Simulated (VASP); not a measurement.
# MoS2 (P6_3/mmc) in VASP: a series of runs

MoS2 is run at these levels: PBE, PBEsol, LDA, revPBE; tasks: single point, relaxation of cell and atoms.

Program: VASP 6.6.1. These are calculated values, not measurements. Logs are shortened: lines on timing, memory, paths and dates and some standing lists are left out, and cuts for length are marked.

**Experimental background.**

From “Multiwavelength excitation Raman Scattering Analysis of bulk and 2 dimensional MoS2: Vibrational properties of atomically thin MoS2 layers”, 2015, arxiv:1506.03228, for a bulk crystal of MoS2 at 300 K: band gap 1.3 eV (indirect).

The results are compared with them further down.

**1. The cell of the first run**

It takes space group P6_3/mmc (No. 194, hexagonal). Conventional cell: a = 3.186 Å, b = 3.186 Å, c = 14.679 Å, α = 90.00°, β = 90.00°, γ = 120.00°. Mo (site symmetry -6m2) has 6 S at 2.41 Å and 6 Mo at 3.19 Å within 3.2 Å. Within 3.2 Å of S (site symmetry 3m) lie 3 Mo at 2.41 Å and 7 S at 3.13 to 3.19 Å.

**2. Single point, PBE**

Input file INCAR:

```
SYSTEM = MoS2
  ALGO = Normal
  EDIFF = 1E-6
  ENCUT = 520
  GGA = PE
  ISIF = 2
  ISMEAR = -1
  LASPH = .True.
  LCHARG = .False.
  LREAL = .False.
  LWAVE = .False.
  NBANDS = 35
  NELM = 80
  PREC = Accurate
  SIGMA = 0.05
```

Input file KPOINTS:

```
k-points
0
Gamma
  8 8 2
  0 0 0
```

Input file POSCAR:

```
MoS2
1.0
    3.1856425703      0.0000000000      0.0000000000
   -1.5928212852      2.7588473933      0.0000000000
    0.0000000000      0.0000000000     14.6785739368
Mo S
2 4
Direct
    0.6666666667      0.3333333333      0.7500000000
    0.3333333333      0.6666666667      0.2500000000
    0.6666666667      0.3333333333      0.3564483827
    0.3333333333      0.6666666667      0.8564483827
    0.6666666667      0.3333333333      0.1435516173
    0.3333333333      0.6666666667      0.6435516173
```

Potentials or basis: VASP PAW PBE potentials, release 64 (Mo_sv, S).

Launch:

```console
cat potpaw_PBE.64/Mo_sv/POTCAR potpaw_PBE.64/S/POTCAR > POTCAR
mpirun -np 1 vasp_std > vasp.out
```

OUTCAR:

```text
SYSTEM = MoS2
   EDIFF = 1E-6
   ENCUT = 520
   GGA = PE
   ISIF = 2
   ISMEAR = -1
   LASPH = .True.
   LREAL = .False.
   NELM = 80
   PREC = Accurate

 ion  position               nearest neighbor table
   1  0.667  0.333  0.750-   4 2.41   6 2.41   4 2.41   6 2.41   4 2.41   6 2.41
   2  0.333  0.667  0.250-   3 2.41   5 2.41   3 2.41   5 2.41   3 2.41   5 2.41
   3  0.667  0.333  0.356-   2 2.41   2 2.41   2 2.41
   4  0.333  0.667  0.856-   1 2.41   1 2.41   1 2.41
   5  0.667  0.333  0.144-   2 2.41   2 2.41   2 2.41
   6  0.333  0.667  0.644-   1 2.41   1 2.41   1 2.41

  LATTYP: Found a hexagonal cell.
 ALAT       =     3.1856425703
 C/A-ratio  =     4.6077278329

  Lattice vectors:

 A1 = (   3.1856425703,   0.0000000000,   0.0000000000)
 A2 = (  -1.5928212852,   2.7588473933,   0.0000000000)
 A3 = (   0.0000000000,   0.0000000000,  14.6785739368)

Analysis of symmetry for initial positions (statically):
=====================================================================
 Subroutine PRICEL returns:
 Original cell was already a primitive cell.

 Routine SETGRP: Setting up the symmetry group for a
 hexagonal supercell.

 Subroutine GETGRP returns: Found 24 space group operations
 (whereof 12 operations were pure point group operations)
 out of a pool of 24 trial point group operations.

The static configuration has the point symmetry D_3d.
 The point group associated with its full space group is D_6h.

Analysis of symmetry for dynamics (positions and initial velocities):
=====================================================================
 Subroutine PRICEL returns:
 Original cell was already a primitive cell.

 Routine SETGRP: Setting up the symmetry group for a
 hexagonal supercell.

 Subroutine GETGRP returns: Found 24 space group operations
 (whereof 12 operations were pure point group operations)
 out of a pool of 24 trial point group operations.

The dynamic configuration has the point symmetry D_3d.
 The point group associated with its full space group is D_6h.

 Subroutine INISYM returns: Found 24 space group operations
 (whereof 12 operations are pure point group operations),
 and found     1 'primitive' translations

----------------------------------------------------------------------------------------

                                     Primitive cell

  volume of cell :     129.0056

  direct lattice vectors                    reciprocal lattice vectors
     3.185642570  0.000000000  0.000000000     0.313908412  0.181235106  0.000000000
    -1.592821285  2.758847393  0.000000000     0.000000000  0.362470212  0.000000000
     0.000000000  0.000000000 14.678573937     0.000000000  0.000000000  0.068126509

  length of vectors
     3.185642570  3.185642570 14.678573937     0.362470212  0.362470212  0.068126509

  position of ions in fractional coordinates (direct lattice)
     0.666666667  0.333333333  0.750000000
     0.333333333  0.666666667  0.250000000
     0.666666667  0.333333333  0.356448383
     0.333333333  0.666666667  0.856448383
     0.666666667  0.333333333  0.143551617
     0.333333333  0.666666667  0.643551617

  ion indices of the primitive-cell ions
   primitive index   ion index
                 1           1
                 2           2
                 3           3
                 4           4
                 5           5
                 6           6

----------------------------------------------------------------------------------------

 KPOINTS: k-points

Automatic generation of k-mesh.
 Grid dimensions read from file:
 generate k-points for:    8    8    2

 Generating k-lattice:

  Cartesian coordinates                     Fractional coordinates (reciprocal lattice)
     0.039238551  0.022654388  0.000000000     0.125000000  0.000000000  0.000000000
     0.000000000  0.045308777  0.000000000     0.000000000  0.125000000  0.000000000
     0.000000000  0.000000000  0.034063255     0.000000000  0.000000000  0.500000000

  Length of vectors
     0.045308777  0.045308777  0.034063255

  Shift w.r.t. Gamma in fractional coordinates (k-lattice)
     0.000000000  0.000000000  0.000000000

 Subroutine IBZKPT returns following result:
 ===========================================

 Found     20 irreducible k-points:

 Following reciprocal coordinates:
            Coordinates               Weight
  0.000000  0.000000  0.000000      1.000000
  0.125000 -0.000000  0.000000      6.000000
  0.250000 -0.000000  0.000000      6.000000
  0.375000  0.000000  0.000000      6.000000
  0.500000 -0.000000  0.000000      3.000000
  0.125000  0.125000  0.000000      6.000000
[... 12 lines left out ...]
  0.250000  0.250000  0.500000      6.000000
  0.375000  0.250000  0.500000      6.000000
   k-points           NKPTS =     20   k-points in BZ     NKDIM =     20   number of bands    NBANDS=     35
   number of dos      NEDOS =    301   number of ions     NIONS =      6
   total plane-waves  NPLWV =  64512
   dimension x,y,z NGX =    24 NGY =   24 NGZ =  112
   dimension x,y,z NGXF=    48 NGYF=   48 NGZF=  224
   ions per type =               2   4
   NGX,Y,Z   is equivalent  to a cutoff of  12.52, 12.52, 12.68 a.u.
   NGXF,Y,Z  is equivalent  to a cutoff of  25.05, 25.05, 25.37 a.u.
 SYSTEM =  MoS2
   PREC   = accura    normal or accurate (medium, high low for compatibility)
   ISTART =      0    job   : 0-new  1-cont  2-samecut
   ICHARG =      2    charge: 1-file 2-atom 10-const
   ISPIN  =      1    spin polarized calculation?
   LNONCOLLINEAR =      F non collinear calculations
   LSORBIT =      F    spin-orbit coupling
   LASPH  =      T    aspherical Exc in radial PAW
   ENCUT  =  520.0 eV  38.22 Ry    6.18 a.u.   5.92  5.92 27.29*2*pi/ulx,y,z
   NELM   =     80;   NELMIN=  2; NELMDL= -5     # of ELM steps
   EDIFF  = 0.1E-05   stopping-criterion for ELM
   LREAL  =      F    real-space projection
   EDIFFG = 0.1E-04   stopping-criterion for IOM
   NSW    =      0    number of steps for IOM
   IBRION =     -1    ionic relax: 0-MD 1-quasi-New 2-CG
   NFREE  =      0    steps in history (QN), initial steepest desc. (CG)
   ISIF   =      2    stress and relaxation
   ISYM   =      2    0-nonsym 1-usesym 2-fastsym
   POTIM  = 0.5000    time-step for ionic-motion
   TEBEG  =    0.0;   TEEND  =   0.0 temperature during run
   PSTRESS=    0.0 pullay stress
   NELECT =      52.0000    total number of electrons
   NUPDOWN=      -1.0000    fix difference up-down
   EMIN   =  10.00;   EMAX   =-10.00  energy-range for DOS
   EFERMI =   0.00;   METHOD = LEGACY
   ISMEAR =    -1;   SIGMA  =   0.05  broadening in eV -4-tet -1-fermi 0-gaus
   EFERMI_NEDOS =   21; number of points for ismear=-14 and -15
   IALGO  =     38    algorithm
   IMIX   =      4    mixing-type and parameters
     AMIX     =   0.40;   BMIX     =  1.00
     AMIX_MAG =   1.60;   BMIX_MAG =  1.00
  volume/ion in A,a.u.               =      21.50       145.10
  Fermi-wavevector in a.u.,A,eV,Ry     =   1.209316  2.285276 19.897770  1.462445
  Thomas-Fermi vector in A             =   2.344897
   LORBIT       =      0    0 simple, 1 ext, 2 COOP (PROOUT), +10 PAW based schemes
   GGA     = PE    functional components
   LHFCALC =     F    Hartree Fock is set to
   AEXX    =    0.0000 exact exchange contribution
   IVDW    =     0    specifies the selected vdW correction
   LEPSILON=     F    determine dielectric tensor
   LRPA    =     F    only Hartree local field effects (RPA)
 non-spin polarized calculation
  energy-cutoff  :      520.00
  volume of cell :      129.01
 maximum number of plane-waves:      3502
 NGX is ok and might be reduce to    24
   NGX = 11   NGY = 11   NGZ = 55

 number of electron      52.0000001 magnetization

 Free energy of the ion-electron system (eV)
  ---------------------------------------------------
  ext. energy  EPLUGINS =         0.00000000
  ---------------------------------------------------
  free energy    TOTEN  =       -43.71496599 eV

  energy without entropy =      -43.71496598  energy(sigma->0) =      -43.71496598

 E-fermi :   5.6200     XC(G=0):  -9.5013

 val. band max:        4.8913408157   @ k =   0.0000   0.0000   0.0000
 cond. band min:       6.5068865317   @ k =   0.3750   0.2500   0.0000
 fundamental gap:      1.6155457160
 Fermi energy:         5.6200345854

 k-point     1 :       0.0000    0.0000    0.0000
  band No.  band energies     occupation
      1     -56.1986      2.00000
      2     -56.1986      2.00000
      3     -30.3358      2.00000
      4     -30.3358      2.00000
      5     -30.1346      2.00000
      6     -30.1346      2.00000
[... 27 lines left out ...]
     34       7.6789      0.00000
     35      10.5459      0.00000

 k-point     2 :       0.1250   -0.0000    0.0000
  band No.  band energies     occupation
      1     -56.1932      2.00000
      2     -56.1932      2.00000
      3     -30.3251      2.00000
      4     -30.3251      2.00000
      5     -30.1896      2.00000
      6     -30.1896      2.00000
[... 27 lines left out ...]
     34       7.8002      0.00000
     35      11.2722      0.00000

 k-point     3 :       0.2500   -0.0000    0.0000
  band No.  band energies     occupation
      1     -56.1802      2.00000
      2     -56.1801      2.00000
      3     -30.3204      2.00000
      4     -30.3204      2.00000
      5     -30.2991      2.00000
      6     -30.2991      2.00000
[... 27 lines left out ...]
     34       8.4518      0.00000
     35      11.8209      0.00000
[... 571 lines left out ...]
 k-point    19 :       0.2500    0.2500    0.5000
  band No.  band energies     occupation
      1     -56.1617      2.00000
      2     -56.1617      2.00000
      3     -30.4336      2.00000
      4     -30.4336      2.00000
      5     -30.2893      2.00000
      6     -30.2893      2.00000
[... 27 lines left out ...]
     34       9.2587      0.00000
     35      12.2291      0.00000

 k-point    20 :       0.3750    0.2500    0.5000
  band No.  band energies     occupation
      1     -56.1578      2.00000
      2     -56.1578      2.00000
      3     -30.4380      2.00000
      4     -30.4380      2.00000
      5     -30.3315      2.00000
      6     -30.3315      2.00000
[... 27 lines left out ...]
     34       9.3935      0.00000
     35      11.6176      0.00000

------------------------ aborting loop because EDIFF is reached ----------------------------------------

  FORCE on cell =-STRESS in cart. coord.  units (eV):
  Direction    XX          YY          ZZ          XY          YZ          ZX
  --------------------------------------------------------------------------------------
  -------------------------------------------------------------------------------------
  Total       -0.1062314     -0.1062314     -0.1147483      0.0000000     -0.0000000      0.0000000
  in kB       -1.3193346     -1.3193346     -1.4251098      0.0000000     -0.0000000      0.0000000
  external PRESSURE =      -1.3545930 kB  Pullay stress =       0.0000000 kB

 VOLUME and BASIS-vectors are now :
 -----------------------------------------------------------------------------
  energy-cutoff  :      520.00
  volume of cell :      129.01
      direct lattice vectors                 reciprocal lattice vectors
     3.185642570  0.000000000  0.000000000     0.313908412  0.181235106  0.000000000
    -1.592821285  2.758847393  0.000000000     0.000000000  0.362470212  0.000000000
     0.000000000  0.000000000 14.678573937     0.000000000  0.000000000  0.068126509

 POSITION                                       TOTAL-FORCE (eV/Angst)
 -----------------------------------------------------------------------------------
      1.59282      0.91962     11.00893        -0.000000      0.000000      0.000000
     -0.00000      1.83923      3.66964         0.000000     -0.000000      0.000000
      1.59282      0.91962      5.23215        -0.000000      0.000000     -0.013551
     -0.00000      1.83923     12.57144         0.000000     -0.000000     -0.013551
      1.59282      0.91962      2.10713        -0.000000      0.000000      0.013551
     -0.00000      1.83923      9.44642        -0.000000     -0.000000      0.013551
 -----------------------------------------------------------------------------------
    total drift:                               -0.000000      0.000000     -0.000000

  FREE ENERGIE OF THE ION-ELECTRON SYSTEM (eV)
  ---------------------------------------------------
  free  energy   TOTEN  =       -43.7149659904 eV

  energy  without entropy=      -43.7149659753  energy(sigma->0) =      -43.71496598
```

It took 1.8 min on 1 thread of Intel Xeon 8259CL, shared host; peak memory 0.27 GiB.

What came out:

- Free energy: -43.7150 eV
- Pressure: -0.1 GPa
- Largest force: 0.014 eV/Å
- Band gap on the k mesh: 1.62 eV (least direct gap 1.97 eV)

Forces on the atoms (eV/Å):
```
Mo   0.000  0.000  0.000
Mo   0.000  0.000  0.000
S    0.000  0.000 -0.014
S    0.000  0.000 -0.014
S    0.000  0.000  0.014
S    0.000  0.000  0.014
```

Levels at points of the mesh, in eV from the valence-band top:
| k point | band 24 | band 25 | band 26 | band 27 | band 28 | band 29 |
| --- | --- | --- | --- | --- | --- | --- |
| (0.00, 0.00, 0.00) | -1.66 | -0.42 | 0.00 | 2.53 | 2.53 | 2.54 |
| (0.50, 0.00, 0.00) | -1.19 | -0.85 | -0.85 | 2.01 | 2.02 | 2.50 |
| (0.00, 0.00, 0.50) | -1.72 | -0.17 | -0.17 | 2.53 | 2.53 | 2.53 |
| (0.50, 0.00, 0.50) | -1.20 | -0.85 | -0.85 | 2.02 | 2.02 | 2.53 |

Caveat: this functional lacks dispersion, which binds the layers, so the pressure and a relaxed spacing across them are unreliable.

**3. Relaxation of cell and atoms, PBE**

This run uses another cell than the first one, of 17.86 Å³/atom.

Input file INCAR:

```
  ALGO = Normal
  EDIFF = 1E-6
  EDIFFG = -0.01
  ENCUT = 600
  GGA = PE
  IBRION = 2
  ISIF = 3
  ISMEAR = -1
  LASPH = T
  LCHARG = F
  LREAL = F
  LWAVE = F
  NELM = 80
  NSW = 80
  PREC = Accurate
  SIGMA = 0.05
```

Input file KPOINTS:

```
k-points
0
Gamma
  8 8 2
```

Input file POSCAR:

```
MoS2
1.0
    3.1690000000      0.0000000000      0.0000000000
   -1.5845000000      2.7444345046      0.0000000000
    0.0000000000      0.0000000000     12.3240000000
Mo S
2 4
Direct
    0.6666666667      0.3333333333      0.7500000000
    0.3333333333      0.6666666667      0.2500000000
    0.6666666667      0.3333333333      0.3770000000
    0.3333333333      0.6666666667      0.8770000000
    0.6666666667      0.3333333333      0.1230000000
    0.3333333333      0.6666666667      0.6230000000
```

Potentials or basis: VASP PAW PBE potentials, release 64 (Mo_sv, S).

Launch:

```console
cat potpaw_PBE.64/Mo_sv/POTCAR potpaw_PBE.64/S/POTCAR > POTCAR
mpirun -np 1 vasp_std > vasp.out
```

Run time: 44 min. Hardware: 1 thread of Intel Xeon 8259CL, shared host; peak memory 0.32 GiB.

The run converged. Its results:

* Free energy: -43.7075 eV
* Relaxed volume: 20.89 Å³/atom
* Relaxed cell: a = 3.185 Å, b = 3.185 Å, c = 14.268 Å, α = 90.00°, β = 90.00°, γ = 120.00°
* Space group after relaxing (to 0.1 Å): P6_3/mmc (No. 194)
* Energy gained by relaxing: 15.4 meV/atom
* Ionic steps: 35
* Pressure after relaxing: 0.0 GPa
* Largest force after relaxing: 0.004 eV/Å
* Band gap on the k mesh: 1.57 eV (least direct gap 1.96 eV)

Forces in eV/Å, atoms in the order of the input:
```
Mo   0.000  0.000  0.000
Mo   0.000  0.000  0.000
S    0.000  0.000 -0.004
S    0.000  0.000 -0.004
S    0.000  0.000  0.004
S    0.000  0.000  0.004
```

The path:
```tsv
step	energy change (eV)	largest force (eV/Å)	pressure (GPa)	volume (Å³)
1	0.0000	0.0786	1.85	107.18
2	-0.0015	0.4804	-2.06	110.41
3	-0.0099	0.2918	-0.21	108.85
4	-0.0225	0.1769	-0.19	109.79
5	-0.0311	0.0795	-0.02	111.85
6	-0.0373	0.0736	-0.07	112.35
7	-0.0528	0.0591	-0.22	113.85
8	-0.0732	0.0409	-0.32	116.82
9	-0.0898	0.0651	-0.01	122.73
10	-0.0914	0.0863	0.22	125.29
11	-0.0864	0.1856	0.92	130.38
12	-0.0210	0.6994	-3.87	136.32
13	-0.0896	0.0169	-0.01	131.44
14	-0.0896	0.0206	-0.02	131.42
15	-0.0888	0.1033	0.46	130.90
16	-0.0896	0.0237	0.02	131.40
17	-0.0897	0.0186	0.04	131.22
18	-0.0899	0.0024	0.10	130.68
19	-0.0899	0.0002	0.09	130.65
20	-0.0900	0.0060	0.04	130.56
21	-0.0903	0.0189	-0.05	130.38
22	-0.0905	0.0441	-0.24	130.02
23	-0.0902	0.0935	-0.58	129.31
24	-0.0905	0.0579	-0.32	129.82
25	-0.0906	0.0563	-0.32	129.77
26	-0.0907	0.0520	-0.31	129.60
27	-0.0910	0.0434	-0.30	129.27
28	-0.0915	0.0265	-0.25	128.61
29	-0.0919	0.0109	-0.14	127.29
30	-0.0919	0.0173	-0.13	127.08
31	-0.0919	0.0271	-0.11	126.76
32	-0.0921	0.0266	-0.05	126.43
33	-0.0923	0.0269	0.09	125.53
34	-0.0923	0.0271	0.11	125.36
35	-0.0924	0.0042	-0.02	125.34
```

Final structure:
```yaml
crystal:
  lattice:
    - [3.18486, 0.00000, 0.00000]
    - [-1.59243, 2.75817, 0.00000]
    - [0.00000, 0.00000, 14.26802]
  atoms:
    - { symbol: Mo, position: [0.66667, 0.33333, 0.75000] }
    - { symbol: Mo, position: [0.33333, 0.66667, 0.25000] }
    - { symbol: S, position: [0.66667, 0.33333, 0.35948] }
    - { symbol: S, position: [0.33333, 0.66667, 0.85948] }
    - { symbol: S, position: [0.66667, 0.33333, 0.14052] }
    - { symbol: S, position: [0.33333, 0.66667, 0.64052] }
```

Levels at points of the mesh, in eV from the valence-band top:
```
           k point  band 22  band 23  band 24  band 25  band 26  band 27  band 28  band 29  band 30  band 31
(0.00, 0.00, 0.00)    -1.77    -1.77    -1.62    -0.50     0.00     2.49     2.49     2.49     2.49     2.72
(0.50, 0.00, 0.00)    -2.13    -1.26    -1.24    -0.91    -0.90     1.97     1.97     2.44     2.52     3.44
(0.00, 0.00, 0.50)    -1.77    -1.77    -1.77    -0.20    -0.20     2.49     2.49     2.49     2.49     2.73
(0.50, 0.00, 0.50)    -2.15    -1.25    -1.25    -0.90    -0.90     1.97     1.97     2.48     2.48     3.60
```

Caveat: the volume moved by over 15 % at a fixed basis, so the end points are rough; this functional lacks dispersion, which binds the layers, so the pressure and a relaxed spacing across them are unreliable. Zero-point motion and thermal expansion aren't in these numbers.

(Continued in part 2 of 2.)
